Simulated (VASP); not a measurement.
# C (P6_3/mmc) in VASP: a series of runs

C is run at these levels: PBEsol+D4, BLYP+D4; tasks: single point.

The COD entry that gives the cell may itself be a prediction, so a difference from it is no test against experiment.

All numbers are computed with VASP 6.6.1; they aren't measurements. Logs are shortened: lines on timing, memory, paths and dates and some standing lists are left out, and cuts for length are marked.

## 1. The cell of the first run

Symmetry: P6_3/mmc, No. 194, hexagonal system. Conventional cell: a = 2.500 Å, b = 2.500 Å, c = 8.246 Å, α = 90.00°, β = 90.00°, γ = 120.00°. C (site symmetry 3m) has 4 C at 1.53 to 1.56 Å within 2.0 Å. C (site symmetry 3m) has 4 C at 1.53 Å within 2.0 Å.

## 2. Single point, PBEsol+D4

Input file INCAR:

```
SYSTEM = C
  ALGO = Normal
  EDIFF = 1E-6
  ENCUT = 520
  GGA = PS
  ISIF = 2
  ISMEAR = -1
  IVDW = 13
  LASPH = .True.
  LCHARG = .False.
  LREAL = .False.
  LWAVE = .False.
  NBANDS = 26
  NELM = 100
  PREC = Accurate
  SIGMA = 0.05
```

Input file KPOINTS:

```
k-points
0
Gamma
  12 12 4
  0 0 0
```

Input file POSCAR:

```
C
1.0
    2.4996735556      0.0000000000      0.0000000000
   -1.2498367778      2.1647808003      0.0000000000
    0.0000000000      0.0000000000      8.2459929751
C
8
Direct
    0.6666666667      0.3333333333      0.8444451164
    0.3333333333      0.6666666667      0.3444451164
    0.6666666667      0.3333333333      0.6555548836
    0.3333333333      0.6666666667      0.1555548836
    0.0000000000      0.0000000000      0.9070518631
    0.0000000000      0.0000000000      0.4070518631
    0.0000000000      0.0000000000      0.5929481369
    0.0000000000      0.0000000000      0.0929481369
```

Potentials or basis: VASP PAW PBE potentials, release 64 (C).

The run is started by

```sh
> cat potpaw_PBE.64/C/POTCAR > POTCAR
> mpirun -np 1 vasp_std > vasp.out
```

OUTCAR:

```text
SYSTEM = C
   EDIFF = 1E-6
   ENCUT = 520
   GGA = PS
   ISIF = 2
   ISMEAR = -1
   IVDW = 13
   LASPH = .True.
   LREAL = .False.
   NELM = 100
   PREC = Accurate

 ion  position               nearest neighbor table
   1  0.667  0.333  0.844-   5 1.53   5 1.53   5 1.53   3 1.56
   2  0.333  0.667  0.344-   6 1.53   6 1.53   6 1.53   4 1.56
   3  0.667  0.333  0.656-   7 1.53   7 1.53   7 1.53   1 1.56
   4  0.333  0.667  0.156-   8 1.53   8 1.53   8 1.53   2 1.56
   5  0.000  0.000  0.907-   1 1.53   1 1.53   1 1.53   8 1.53
   6  0.000  0.000  0.407-   2 1.53   2 1.53   2 1.53   7 1.53
   7  0.000  0.000  0.593-   3 1.53   3 1.53   3 1.53   6 1.53
   8  0.000  0.000  0.093-   4 1.53   4 1.53   4 1.53   5 1.53

  LATTYP: Found a hexagonal cell.
 ALAT       =     2.4996735556
 C/A-ratio  =     3.2988279436

  Lattice vectors:

 A1 = (   2.4996735556,   0.0000000000,   0.0000000000)
 A2 = (  -1.2498367778,   2.1647808003,   0.0000000000)
 A3 = (   0.0000000000,   0.0000000000,   8.2459929751)

Analysis of symmetry for initial positions (statically):
=====================================================================
 Subroutine PRICEL returns:
 Original cell was already a primitive cell.

 Routine SETGRP: Setting up the symmetry group for a
 hexagonal supercell.

 Subroutine GETGRP returns: Found 24 space group operations
 (whereof 12 operations were pure point group operations)
 out of a pool of 24 trial point group operations.

The static configuration has the point symmetry D_3d.
 The point group associated with its full space group is D_6h.

Analysis of symmetry for dynamics (positions and initial velocities):
=====================================================================
 Subroutine PRICEL returns:
 Original cell was already a primitive cell.

 Routine SETGRP: Setting up the symmetry group for a
 hexagonal supercell.

 Subroutine GETGRP returns: Found 24 space group operations
 (whereof 12 operations were pure point group operations)
 out of a pool of 24 trial point group operations.

The dynamic configuration has the point symmetry D_3d.
 The point group associated with its full space group is D_6h.

 Subroutine INISYM returns: Found 24 space group operations
 (whereof 12 operations are pure point group operations),
 and found     1 'primitive' translations

----------------------------------------------------------------------------------------

                                     Primitive cell

  volume of cell :      44.6211

  direct lattice vectors                    reciprocal lattice vectors
     2.499673556  0.000000000  0.000000000     0.400052238  0.230970267  0.000000000
    -1.249836778  2.164780800  0.000000000     0.000000000  0.461940535  0.000000000
     0.000000000  0.000000000  8.245992975     0.000000000  0.000000000  0.121271023

  length of vectors
     2.499673556  2.499673556  8.245992975     0.461940535  0.461940535  0.121271023

  position of ions in fractional coordinates (direct lattice)
     0.666666667  0.333333333  0.844445116
     0.333333333  0.666666667  0.344445116
     0.666666667  0.333333333  0.655554884
     0.333333333  0.666666667  0.155554884
     0.000000000  0.000000000  0.907051863
     0.000000000  0.000000000  0.407051863
     0.000000000  0.000000000  0.592948137
     0.000000000  0.000000000  0.092948137

  ion indices of the primitive-cell ions
   primitive index   ion index
                 1           1
                 2           2
                 3           3
                 4           4
                 5           5
                 6           6
                 7           7
                 8           8

----------------------------------------------------------------------------------------

 KPOINTS: k-points

Automatic generation of k-mesh.
 Grid dimensions read from file:
 generate k-points for:   12   12    4

 Generating k-lattice:

  Cartesian coordinates                     Fractional coordinates (reciprocal lattice)
     0.033337686  0.019247522  0.000000000     0.083333333 -0.000000000  0.000000000
     0.000000000  0.038495045  0.000000000     0.000000000  0.083333333  0.000000000
     0.000000000  0.000000000  0.030317756     0.000000000  0.000000000  0.250000000

  Length of vectors
     0.038495045  0.038495045  0.030317756

  Shift w.r.t. Gamma in fractional coordinates (k-lattice)
     0.000000000  0.000000000  0.000000000

 Subroutine IBZKPT returns following result:
 ===========================================

 Found     57 irreducible k-points:

 Following reciprocal coordinates:
            Coordinates               Weight
  0.000000  0.000000  0.000000      1.000000
  0.083333 -0.000000  0.000000      6.000000
  0.166667 -0.000000  0.000000      6.000000
  0.250000 -0.000000  0.000000      6.000000
  0.333333 -0.000000  0.000000      6.000000
  0.416667 -0.000000  0.000000      6.000000
[... 16 lines left out ...]
  0.250000 -0.000000  0.250000     12.000000
  0.333333 -0.000000  0.250000     12.000000
 [... further k-points ...]
   k-points           NKPTS =     57   k-points in BZ     NKDIM =     57   number of bands    NBANDS=     26
   number of dos      NEDOS =    301   number of ions     NIONS =      8
   total plane-waves  NPLWV =  25600
   dimension x,y,z NGX =    20 NGY =   20 NGZ =   64
   dimension x,y,z NGXF=    40 NGYF=   40 NGZF=  128
   ions per type =               8
   NGX,Y,Z   is equivalent  to a cutoff of  13.30, 13.30, 12.90 a.u.
   NGXF,Y,Z  is equivalent  to a cutoff of  26.60, 26.60, 25.81 a.u.
 SYSTEM =  C
   PREC   = accura    normal or accurate (medium, high low for compatibility)
   ISTART =      0    job   : 0-new  1-cont  2-samecut
   ICHARG =      2    charge: 1-file 2-atom 10-const
   ISPIN  =      1    spin polarized calculation?
   LNONCOLLINEAR =      F non collinear calculations
   LSORBIT =      F    spin-orbit coupling
   LASPH  =      T    aspherical Exc in radial PAW
   ENCUT  =  520.0 eV  38.22 Ry    6.18 a.u.   4.65  4.65 15.33*2*pi/ulx,y,z
   NELM   =    100;   NELMIN=  2; NELMDL= -5     # of ELM steps
   EDIFF  = 0.1E-05   stopping-criterion for ELM
   LREAL  =      F    real-space projection
   EDIFFG = 0.1E-04   stopping-criterion for IOM
   NSW    =      0    number of steps for IOM
   IBRION =     -1    ionic relax: 0-MD 1-quasi-New 2-CG
   NFREE  =      0    steps in history (QN), initial steepest desc. (CG)
   ISIF   =      2    stress and relaxation
   ISYM   =      2    0-nonsym 1-usesym 2-fastsym
   POTIM  = 0.5000    time-step for ionic-motion
   TEBEG  =    0.0;   TEEND  =   0.0 temperature during run
   PSTRESS=    0.0 pullay stress
   NELECT =      32.0000    total number of electrons
   NUPDOWN=      -1.0000    fix difference up-down
   EMIN   =  10.00;   EMAX   =-10.00  energy-range for DOS
   EFERMI =   0.00;   METHOD = LEGACY
   ISMEAR =    -1;   SIGMA  =   0.05  broadening in eV -4-tet -1-fermi 0-gaus
   EFERMI_NEDOS =   21; number of points for ismear=-14 and -15
   IALGO  =     38    algorithm
   IMIX   =      4    mixing-type and parameters
     AMIX     =   0.40;   BMIX     =  1.00
     AMIX_MAG =   1.60;   BMIX_MAG =  1.00
  volume/ion in A,a.u.               =       5.58        37.64
  Fermi-wavevector in a.u.,A,eV,Ry     =   1.465361  2.769132 29.215575  2.147284
  Thomas-Fermi vector in A             =   2.581227
   LORBIT       =      0    0 simple, 1 ext, 2 COOP (PROOUT), +10 PAW based schemes
   GGA     = PS    functional components
   LHFCALC =     F    Hartree Fock is set to
   AEXX    =    0.0000 exact exchange contribution
   IVDW    =    13    specifies the selected vdW correction
   LEPSILON=     F    determine dielectric tensor
   LRPA    =     F    only Hartree local field effects (RPA)
 non-spin polarized calculation
  energy-cutoff  :      520.00
  volume of cell :       44.62
 maximum number of plane-waves:      1230
 NGX is ok and might be reduce to    20
   NGX =  9   NGY =  9   NGZ = 31

 number of electron      31.9999996 magnetization

 Free energy of the ion-electron system (eV)
  ---------------------------------------------------
  ext. energy  EPLUGINS =         0.00000000
  ---------------------------------------------------
  free energy    TOTEN  =       -76.92579935 eV

  energy without entropy =      -76.92579935  energy(sigma->0) =      -76.92579935

 E-fermi :  11.0229     XC(G=0): -13.5133

 val. band max:       10.0927606427   @ k =   0.0000   0.0000   0.0000
 cond. band min:      14.5394274590   @ k =   0.4167  -0.0000   0.0000
 fundamental gap:      4.4466668163
 Fermi energy:        11.0228698743

 k-point     1 :       0.0000    0.0000    0.0000
  band No.  band energies     occupation
      1     -11.8090      2.00000
      2     -10.1419      2.00000
      3     -10.0375      2.00000
      4      -5.9892      2.00000
      5      -3.7161      2.00000
      6       3.1169      2.00000
[... 18 lines left out ...]
     25      18.4427      0.00000
     26      18.7689      0.00000

 k-point     2 :       0.0833   -0.0000    0.0000
  band No.  band energies     occupation
      1     -11.6347      2.00000
      2      -9.9701      2.00000
      3      -9.8665      2.00000
      4      -5.8343      2.00000
      5      -3.5525      2.00000
      6       3.2064      2.00000
[... 18 lines left out ...]
     25      18.8825      0.00000
     26      19.3619      0.00000

 k-point     3 :       0.1667   -0.0000    0.0000
  band No.  band energies     occupation
      1     -11.1136      2.00000
      2      -9.4567      2.00000
      3      -9.3556      2.00000
      4      -5.3716      2.00000
      5      -3.0730      2.00000
      6       3.3965      2.00000
[... 18 lines left out ...]
     25      19.5635      0.00000
     26      20.6068      0.00000

 k-point     4 :       0.2500   -0.0000    0.0000
  band No.  band energies     occupation
      1     -10.2519      2.00000
      2      -8.6087      2.00000
      3      -8.5134      2.00000
      4      -4.6086      2.00000
      5      -2.3327      2.00000
      6       1.7214      2.00000
[... 18 lines left out ...]
     25      20.8919      0.00000
     26      20.9037      0.00000

 k-point     5 :       0.3333   -0.0000    0.0000
  band No.  band energies     occupation
      1      -9.0641      2.00000
      2      -7.4424      2.00000
      3      -7.3623      2.00000
      4      -3.5705      2.00000
      5      -1.7549      2.00000
      6      -0.4227      2.00000
[... 18 lines left out ...]
     25      21.3898      0.00000
     26      22.0183      0.00000

 k-point     6 :       0.4167   -0.0000    0.0000
  band No.  band energies     occupation
      1      -7.5923      2.00000
      2      -6.0101      2.00000
      3      -6.0074      2.00000
      4      -3.2180      2.00000
      5      -2.5476      2.00000
      6      -1.8639      2.00000
[... 427 lines left out ...]
 k-point    21 :       0.0833   -0.0000    0.2500
  band No.  band energies     occupation
      1     -11.5266      2.00000
      2     -10.6662      2.00000
      3      -8.9706      2.00000
      4      -6.6241      2.00000
      5      -2.5841      2.00000
      6       1.1540      2.00000
[... 18 lines left out ...]
     25      18.8764      0.00000
     26      19.3575      0.00000

 k-point    22 :       0.1667   -0.0000    0.2500
  band No.  band energies     occupation
      1     -11.0059      2.00000
      2     -10.1498      2.00000
      3      -8.4650      2.00000
      4      -6.1438      2.00000
      5      -2.1313      2.00000
      6       1.4878      2.00000
[... 18 lines left out ...]
     25      20.1917      0.00000
     26      20.7315      0.00000

 k-point    23 :       0.2500   -0.0000    0.2500
  band No.  band energies     occupation
      1     -10.1451      2.00000
      2      -9.2966      2.00000
      3      -7.6318      2.00000
      4      -5.3545      2.00000
      5      -1.4443      2.00000
      6       1.6238      2.00000
[... 18 lines left out ...]
     25      20.3163      0.00000
     26      21.8388      0.00000

 k-point    24 :       0.3333   -0.0000    0.2500
  band No.  band energies     occupation
      1      -8.9588      2.00000
      2      -8.1236      2.00000
      3      -6.4947      2.00000
      4      -4.2909      2.00000
      5      -1.2164      2.00000
      6      -0.2362      2.00000
[... 18 lines left out ...]
     25      20.6604      0.00000
     26      22.3922      0.00000

 [... further k-points ...]

------------------------ aborting loop because EDIFF is reached ----------------------------------------

  DFT-D4 for vdW energy calculation

  Edisp (eV):   -0.96550

  FORCE on cell =-STRESS in cart. coord.  units (eV):
  Direction    XX          YY          ZZ          XY          YZ          ZX
  --------------------------------------------------------------------------------------
  -------------------------------------------------------------------------------------
  Total       0.31900     0.31900     0.30141     0.00000     0.00000     0.00000
  in kB      11.45419    11.45419    10.82264     0.00000     0.00000     0.00000
  external pressure =       11.24 kB  Pullay stress =        0.00 kB

 VOLUME and BASIS-vectors are now :
 -----------------------------------------------------------------------------
  energy-cutoff  :      520.00
  volume of cell :       44.62
      direct lattice vectors                 reciprocal lattice vectors
     2.499673556  0.000000000  0.000000000     0.400052238  0.230970267  0.000000000
    -1.249836778  2.164780800  0.000000000     0.000000000  0.461940535  0.000000000
     0.000000000  0.000000000  8.245992975     0.000000000  0.000000000  0.121271023

 POSITION                                       TOTAL-FORCE (eV/Angst)
 -----------------------------------------------------------------------------------
      1.24984      0.72159      6.96329         0.000000     -0.000000     -0.005608
     -0.00000      1.44319      2.84029         0.000000      0.000000     -0.005608
      1.24984      0.72159      5.40570        -0.000000      0.000000      0.005608
     -0.00000      1.44319      1.28270         0.000000     -0.000000      0.005608
      0.00000      0.00000      7.47954        -0.000000     -0.000000      0.000013
      0.00000      0.00000      3.35655        -0.000000      0.000000      0.000013
      0.00000      0.00000      4.88945         0.000000      0.000000     -0.000013
      0.00000      0.00000      0.76645         0.000000      0.000000     -0.000013
 -----------------------------------------------------------------------------------
    total drift:                                0.000000     -0.000000      0.000000

  FREE ENERGIE OF THE ION-ELECTRON SYSTEM (eV)
  ---------------------------------------------------
  free  energy   TOTEN  =       -77.8913040457 eV

  energy  without entropy=      -77.8913040456  energy(sigma->0) =      -77.89130405
```

Wall time 40 s (1 thread of AMD EPYC 9R45 (Zen 5), shared host); peak memory 0.15 GiB.

Results:

| Item | Value |
| --- | --- |
| Free energy | -77.8913 eV |
| Pressure | 1.1 GPa |
| Largest force | 0.006 eV/Å |
| Band gap on the k mesh | 4.45 eV, indirect (least direct gap 5.28 eV) |
| Dispersion energy per atom | -0.121 eV |

Forces on the atoms (eV/Å):
```
C    0.000  0.000 -0.006
C    0.000  0.000 -0.006
C    0.000  0.000  0.006
C    0.000  0.000  0.006
C    0.000  0.000  0.000
C    0.000  0.000  0.000
C    0.000  0.000  0.000
C    0.000  0.000  0.000
```

Caveat: the PAW data sets were made with another functional, which shifts forces and pressure a little. A k mesh can miss the band edges.

(Continued in part 2 of 2.)
